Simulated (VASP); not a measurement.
# GaN (I-4m2) in VASP: single point with r2SCAN

Aim: the single point of GaN with r2SCAN.

Everything below comes from runs of VASP 6.6.1. Logs are shortened: lines on timing, memory, paths and dates and some standing lists are left out, and cuts for length are marked.

## 1. The cell of the first run

Symmetry: I-4m2, No. 119, tetragonal system. The conventional cell has a = 3.244 Å, b = 3.244 Å, c = 4.399 Å, α = 90.00°, β = 90.00°, γ = 90.00°. Ga (site symmetry -4m2) has 4 N at 1.96 Å within 2.6 Å. N (site symmetry -4m2) has 4 Ga at 1.96 Å within 2.6 Å.

## 2. Single point, r2SCAN (in-plane strain +0.02, then relaxed in part)

POSCAR

```
GaN
1.0
    2.2939239360      2.2939239360      0.0000000000
   -2.2939239360      2.2939239360      0.0000000000
    0.0000000000      2.2939239360      2.1992983670
Ga N
1 1
Direct
    0.0000000000      0.0000000000      0.0000000000
    0.2500000000      0.7500000000      0.5000000000
```

INCAR.step1

```
PREC = Accurate ; ENCUT = 1460
ISMEAR = 0 ; SIGMA = 0.01
LREAL = False ; LASPH = True
NELM = 120 ; NBANDS = 16
GGA = PE ; ALGO = Normal
EDIFF = 1E-5 ; LWAVE = True
LCHARG = False ; GGA_COMPAT = False
```

INCAR.step2

```
PREC = Accurate ; ENCUT = 1460
EDIFF = 1E-6 ; ISMEAR = 0
SIGMA = 0.01 ; LREAL = False
LASPH = True ; NELM = 120
ALGO = Normal ; ISIF = 2
LWAVE = False ; LCHARG = False
METAGGA = R2SCAN ; LMIXTAU = True
NBANDS = 16 ; ISTART = 1
GGA_COMPAT = False
```

KPOINTS

```
Automatic mesh
0
Gamma
  10 10 10
```

Potentials or basis: VASP PAW PBE potentials, release 64 (Ga_d, N_h).

Run with:

```sh
> cat potpaw_PBE.64/Ga_d/POTCAR potpaw_PBE.64/N_h/POTCAR > POTCAR
> cp INCAR.step1 INCAR
> mpirun -np 1 vasp_std > vasp.out
> cp INCAR.step2 INCAR
> mpirun -np 1 vasp_std > vasp.out
```

OUTCAR:

```text
PREC = Accurate
   ENCUT = 1460
   EDIFF = 1E-6
   ISMEAR = 0
   LREAL = False
   LASPH = True
   NELM = 120
   ISIF = 2
   METAGGA = R2SCAN
   ISTART = 1

 ion  position               nearest neighbor table
   1  0.000  0.000  0.000-   2 1.96   2 1.96   2 1.96   2 1.96
   2  0.250  0.750  0.500-   1 1.96   1 1.96   1 1.96   1 1.96

  LATTYP: Found a body centered tetragonal cell.
 ALAT       =     3.2440983413
 C/A-ratio  =     1.3558765090

  Lattice vectors:

 A1 = (   2.2939239360,   0.0000000000,  -2.1992983670)
 A2 = (  -2.2939239360,   0.0000000000,  -2.1992983670)
 A3 = (   0.0000000000,   2.2939239360,   2.1992983670)

Analysis of symmetry for initial positions (statically):
=====================================================================
 Subroutine PRICEL returns:
 Original cell was already a primitive cell.

 Routine SETGRP: Setting up the symmetry group for a
 body centered tetragonal supercell.

 Subroutine GETGRP returns: Found  8 space group operations
 (whereof  8 operations were pure point group operations)
 out of a pool of 16 trial point group operations.

The static configuration has the point symmetry D_2d.

Analysis of symmetry for dynamics (positions and initial velocities):
=====================================================================
 Subroutine PRICEL returns:
 Original cell was already a primitive cell.

 Routine SETGRP: Setting up the symmetry group for a
 body centered tetragonal supercell.

 Subroutine GETGRP returns: Found  8 space group operations
 (whereof  8 operations were pure point group operations)
 out of a pool of 16 trial point group operations.

The dynamic configuration has the point symmetry D_2d.

 Subroutine INISYM returns: Found  8 space group operations
 (whereof  8 operations are pure point group operations),
 and found     1 'primitive' translations

----------------------------------------------------------------------------------------

                                     Primitive cell

  volume of cell :      23.1458

  direct lattice vectors                    reciprocal lattice vectors
     2.293923936  2.293923936  0.000000000     0.217967123  0.217967123 -0.227345233
    -2.293923936  2.293923936  0.000000000    -0.217967123  0.217967123 -0.227345233
     0.000000000  2.293923936  2.199298367     0.000000000  0.000000000  0.454690466

  length of vectors
     3.244098341  3.244098341  3.177892435     0.383021133  0.383021133  0.454690466

  position of ions in fractional coordinates (direct lattice)
     0.000000000  0.000000000  0.000000000
     0.250000000  0.750000000  0.500000000

  ion indices of the primitive-cell ions
   primitive index   ion index
                 1           1
                 2           2

----------------------------------------------------------------------------------------

 KPOINTS: Automatic mesh

Automatic generation of k-mesh.
 Grid dimensions read from file:
 generate k-points for:   10   10   10

 Generating k-lattice:

  Cartesian coordinates                     Fractional coordinates (reciprocal lattice)
     0.021796712  0.021796712 -0.022734523     0.100000000  0.000000000  0.000000000
    -0.021796712  0.021796712 -0.022734523     0.000000000  0.100000000  0.000000000
     0.000000000  0.000000000  0.045469047     0.000000000  0.000000000  0.100000000

  Length of vectors
     0.038302113  0.038302113  0.045469047

  Shift w.r.t. Gamma in fractional coordinates (k-lattice)
     0.000000000  0.000000000  0.000000000

 Subroutine IBZKPT returns following result:
 ===========================================

 Found    102 irreducible k-points:

 Following reciprocal coordinates:
            Coordinates               Weight
  0.000000  0.000000  0.000000      1.000000
  0.100000  0.000000 -0.000000      8.000000
  0.200000  0.000000 -0.000000      8.000000
  0.300000  0.000000 -0.000000      8.000000
  0.400000  0.000000  0.000000      8.000000
  0.500000  0.000000 -0.000000      4.000000
[... 16 lines left out ...]
  0.300000  0.300000 -0.000000      8.000000
  0.400000  0.300000  0.000000     16.000000
 [... further k-points ...]
   k-points           NKPTS =    102   k-points in BZ     NKDIM =    102   number of bands    NBANDS=     16
   number of dos      NEDOS =    301   number of ions     NIONS =      2
   total plane-waves  NPLWV =  64000
   dimension x,y,z NGX =    40 NGY =   40 NGZ =   40
   dimension x,y,z NGXF=    80 NGYF=   80 NGZF=   80
   ions per type =               1   1
   NGX,Y,Z   is equivalent  to a cutoff of  20.50, 20.50, 20.93 a.u.
   NGXF,Y,Z  is equivalent  to a cutoff of  41.00, 41.00, 41.85 a.u.
 SYSTEM =  unknown system
   PREC   = accura    normal or accurate (medium, high low for compatibility)
   ISTART =      1    job   : 0-new  1-cont  2-samecut
   ICHARG =      0    charge: 1-file 2-atom 10-const
   ISPIN  =      1    spin polarized calculation?
   LNONCOLLINEAR =      F non collinear calculations
   LSORBIT =      F    spin-orbit coupling
   LASPH  =      T    aspherical Exc in radial PAW
   ENCUT  = 1460.0 eV 107.31 Ry   10.36 a.u.  10.11 10.11  9.90*2*pi/ulx,y,z
   NELM   =    120;   NELMIN=  2; NELMDL=  0     # of ELM steps
   EDIFF  = 0.1E-05   stopping-criterion for ELM
   LREAL  =      F    real-space projection
   EDIFFG = 0.1E-04   stopping-criterion for IOM
   NSW    =      0    number of steps for IOM
   IBRION =     -1    ionic relax: 0-MD 1-quasi-New 2-CG
   NFREE  =      0    steps in history (QN), initial steepest desc. (CG)
   ISIF   =      2    stress and relaxation
   ISYM   =      2    0-nonsym 1-usesym 2-fastsym
   POTIM  = 0.5000    time-step for ionic-motion
   TEBEG  =    0.0;   TEEND  =   0.0 temperature during run
   PSTRESS=    0.0 pullay stress
   NELECT =      18.0000    total number of electrons
   NUPDOWN=      -1.0000    fix difference up-down
   EMIN   =  10.00;   EMAX   =-10.00  energy-range for DOS
   EFERMI =   0.00;   METHOD = LEGACY
   ISMEAR =     0;   SIGMA  =   0.01  broadening in eV -4-tet -1-fermi 0-gaus
   EFERMI_NEDOS =   21; number of points for ismear=-14 and -15
   IALGO  =     38    algorithm
   IMIX   =      4    mixing-type and parameters
     AMIX     =   0.40;   BMIX     =  1.00
     AMIX_MAG =   1.60;   BMIX_MAG =  1.00
  volume/ion in A,a.u.               =      11.57        78.10
  Fermi-wavevector in a.u.,A,eV,Ry     =   1.505480  2.844944 30.837190  2.266470
  Thomas-Fermi vector in A             =   2.616323
   LORBIT       =      0    0 simple, 1 ext, 2 COOP (PROOUT), +10 PAW based schemes
   METAGGA = R2SCAN    functional components
   LHFCALC =     F    Hartree Fock is set to
   AEXX    =    0.0000 exact exchange contribution
   IVDW    =     0    specifies the selected vdW correction
   LEPSILON=     F    determine dielectric tensor
   LRPA    =     F    only Hartree local field effects (RPA)
 non-spin polarized calculation
 Gauss-broadening in eV      SIGMA  =   0.01
  energy-cutoff  :     1460.00
  volume of cell :       23.15
 maximum number of plane-waves:      2954
   NGX = 21   NGY = 21   NGZ = 19

 number of electron      18.0000000 magnetization

 Free energy of the ion-electron system (eV)
  ---------------------------------------------------
  ext. energy  EPLUGINS =         0.00000000
  ---------------------------------------------------
  free energy    TOTEN  =       -21.88828558 eV

  energy without entropy =      -21.88828558  energy(sigma->0) =      -21.88828558

 E-fermi :   5.4892     XC(G=0): -12.5626

 val. band max:        5.3084183550   @ k =   0.0000   0.0000   0.0000
 cond. band min:       7.2261629332   @ k =   0.0000   0.0000   0.0000
 fundamental gap:      1.9177445782
 Fermi energy:         5.4891846750

 k-point     1 :       0.0000    0.0000    0.0000
  band No.  band energies     occupation
      1     -11.4441      2.00000
      2      -8.6524      2.00000
      3      -8.6524      2.00000
      4      -8.6109      2.00000
      5      -8.3022      2.00000
      6      -8.3012      2.00000
[... 8 lines left out ...]
     15      24.3698      0.00000
     16      24.3698      0.00000

 k-point     2 :       0.1000    0.0000   -0.0000
  band No.  band energies     occupation
      1     -11.3359      2.00000
      2      -8.6387      2.00000
      3      -8.6239      2.00000
      4      -8.5851      2.00000
      5      -8.3030      2.00000
      6      -8.3022      2.00000
[... 8 lines left out ...]
     15      23.1132      0.00000
     16      24.2060      0.00000

 k-point     3 :       0.2000    0.0000   -0.0000
  band No.  band energies     occupation
      1     -11.0603      2.00000
      2      -8.6068      2.00000
      3      -8.5805      2.00000
      4      -8.4354      2.00000
      5      -8.3027      2.00000
      6      -8.2978      2.00000
[... 8 lines left out ...]
     15      22.3813      0.00000
     16      23.2610      0.00000

 k-point     4 :       0.3000    0.0000   -0.0000
  band No.  band energies     occupation
      1     -10.7553      2.00000
      2      -8.5779      2.00000
      3      -8.5487      2.00000
      4      -8.2998      2.00000
      5      -8.2806      2.00000
      6      -8.0557      2.00000
[... 8 lines left out ...]
     15      23.1301      0.00000
     16      23.3790      0.00000
[... 324 lines left out ...]
 k-point    22 :      -0.2000    0.2000    0.0000
  band No.  band energies     occupation
      1     -10.9503      2.00000
      2      -8.5498      2.00000
      3      -8.5219      2.00000
      4      -8.4841      2.00000
      5      -8.3060      2.00000
      6      -8.2703      2.00000
[... 8 lines left out ...]
     15      26.4693      0.00000
     16      27.1124      0.00000

 k-point    23 :       0.3000    0.3000   -0.0000
  band No.  band energies     occupation
      1     -10.3838      2.00000
      2      -8.5274      2.00000
      3      -8.4388      2.00000
      4      -8.3298      2.00000
      5      -8.2964      2.00000
      6      -6.9202      2.00000
[... 8 lines left out ...]
     15      23.7681      0.00000
     16      28.5159      0.00000

 k-point    24 :       0.4000    0.3000    0.0000
  band No.  band energies     occupation
      1     -10.3424      2.00000
      2      -8.5138      2.00000
      3      -8.4076      2.00000
      4      -8.3516      2.00000
      5      -8.2747      2.00000
      6      -6.7361      2.00000
[... 8 lines left out ...]
     15      25.7539      0.00000
     16      28.7326      0.00000

 [... further k-points ...]

------------------------ aborting loop because EDIFF is reached ----------------------------------------

  FORCE on cell =-STRESS in cart. coord.  units (eV):
  Direction    XX          YY          ZZ          XY          YZ          ZX
  --------------------------------------------------------------------------------------
  -------------------------------------------------------------------------------------
  Total       -0.5994224     -0.5994224      0.1255923      0.0000000      0.0000000      0.0000000
  in kB      -41.4926684    -41.4926684      8.6936359      0.0000000      0.0000000      0.0000000
  external PRESSURE =     -24.7639003 kB  Pullay stress =       0.0000000 kB

 VOLUME and BASIS-vectors are now :
 -----------------------------------------------------------------------------
  energy-cutoff  :     1460.00
  volume of cell :       23.15
      direct lattice vectors                 reciprocal lattice vectors
     2.293923936  2.293923936  0.000000000     0.217967123  0.217967123 -0.227345233
    -2.293923936  2.293923936  0.000000000    -0.217967123  0.217967123 -0.227345233
     0.000000000  2.293923936  2.199298367     0.000000000  0.000000000  0.454690466

 POSITION                                       TOTAL-FORCE (eV/Angst)
 -----------------------------------------------------------------------------------
      0.00000      0.00000      0.00000        -0.000000     -0.000000      0.000000
     -1.14696      3.44089      1.09965         0.000000      0.000000      0.000000
 -----------------------------------------------------------------------------------
    total drift:                               -0.000000     -0.000000      0.000000

  FREE ENERGIE OF THE ION-ELECTRON SYSTEM (eV)
  ---------------------------------------------------
  free  energy   TOTEN  =       -21.8882855778 eV

  energy  without entropy=      -21.8882855778  energy(sigma->0) =      -21.88828558
```

Wall time 11 min (1 thread of AMD EPYC 7R43 (Zen 3), shared host); peak memory 0.36 GiB.

What came out:

```
Free energy            : -21.8883 eV
Pressure               : -2.5 GPa
Band gap on the k mesh : 1.92 eV
```

Caveat: the cell differs from its parent crystal (in-plane strain +0.02, then relaxed in part); the stress differs along the axes, from -4 to 1 GPa; the PAW data sets were made with another functional, which shifts forces and pressure a little.
